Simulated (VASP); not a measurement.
A run of VASP 6.6.1 is set up as follows.

The input POSCAR:

```
NaHF2
1.0
    1.7367649141      1.0027216907      4.6088801875
   -1.7367649141      1.0027216907      4.6088801875
    0.0000000000     -2.0054433813      4.6088801875
Na H F
1 1 2
Direct
    0.0000000000      0.0000000000      0.0000000000
    0.5000000000      0.5000000000      0.5000000000
    0.4172854821      0.4172854821      0.4172854821
    0.5827145179      0.5827145179      0.5827145179
```

INCAR.step1

```
ALGO = Normal
EDIFF = 1E-4
ENCUT = 520
GGA = PE
ISMEAR = 0
LASPH = T
LCHARG = F
LREAL = F
LWAVE = T
NBANDS = 19
NELM = 100
PREC = Accurate
SIGMA = 0.02
```

File INCAR.step2:

```
ALGO = Normal
EDIFF = 1E-7
ENCUT = 520
ISIF = 2
ISMEAR = 0
ISTART = 1
LASPH = T
LCHARG = F
LMIXTAU = T
LREAL = F
LWAVE = F
METAGGA = R2SCAN
NBANDS = 19
NELM = 100
PREC = Accurate
SIGMA = 0.02
```

KPOINTS

```
k-points
0
Gamma
  9 9 9
```

Potentials or basis: VASP PAW PBE potentials, release 64 (Na_pv, H, F).

Run with:

```sh
$ cat potpaw_PBE.64/Na_pv/POTCAR potpaw_PBE.64/H/POTCAR potpaw_PBE.64/F/POTCAR > POTCAR
$ cp INCAR.step1 INCAR
$ mpirun -np 1 vasp_std > vasp.out
$ cp INCAR.step2 INCAR
$ mpirun -np 1 vasp_std > vasp.out
```

Task: Estimate the largest force.

Result: 0.043 eV/Å.

Task: Predict the band gap on the k mesh.

Result: 7.70 eV, indirect (least direct gap 7.79 eV).

Task: Estimate the pressure.

Result: -1.9 GPa.

Forces on the atoms (eV/Å):
```
Na   0.000  0.000  0.000
H    0.000  0.000  0.000
F    0.000  0.000  0.043
F    0.000  0.000 -0.043
```

Caveat: the PAW data sets were made with another functional, which shifts forces and pressure a little. A k mesh can miss the band edges.
